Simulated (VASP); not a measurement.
A run of VASP 6.6.1 is set up as follows.

INCAR

```
  ALGO = Normal
  EDIFF = 1E-6
  ENCUT = 520
  GGA = PE
  ISIF = 2
  ISMEAR = -1
  LASPH = T
  LCHARG = T
  LELF = T
  LREAL = F
  LVHAR = T
  LWAVE = F
  NBANDS = 18
  NELM = 60
  PREC = Accurate
  SIGMA = 0.05
```

File KPOINTS:

```
k-points
0
Gamma
  16 16 16
```

POSCAR

```
La
1.0
   -2.4489773588      2.4489773588      1.3443827184
    2.4489773588     -2.4489773588      1.3443827184
    2.4489773588      2.4489773588     -1.3443827184
La
2
Direct
   -0.3750000000     -0.1250000000     -0.2500000000
    0.3750000000      0.1250000000      0.2500000000
```

Potentials or basis: VASP PAW PBE potentials, release 64 (La).

Launch:

```sh
$ cat potpaw_PBE.64/La/POTCAR > POTCAR
$ mpirun -np 1 vasp_std > vasp.out
```

(1) Predict the pressure.

(2) Predict the band gap on the k mesh.

## Answers

(1) 130.5 GPa.

(2) zero (bands 11 and 12 overlap by 3.80 eV).

Caveat: the cell stands under pressure; spin-orbit coupling is left out, which moves the levels of the heavy elements.
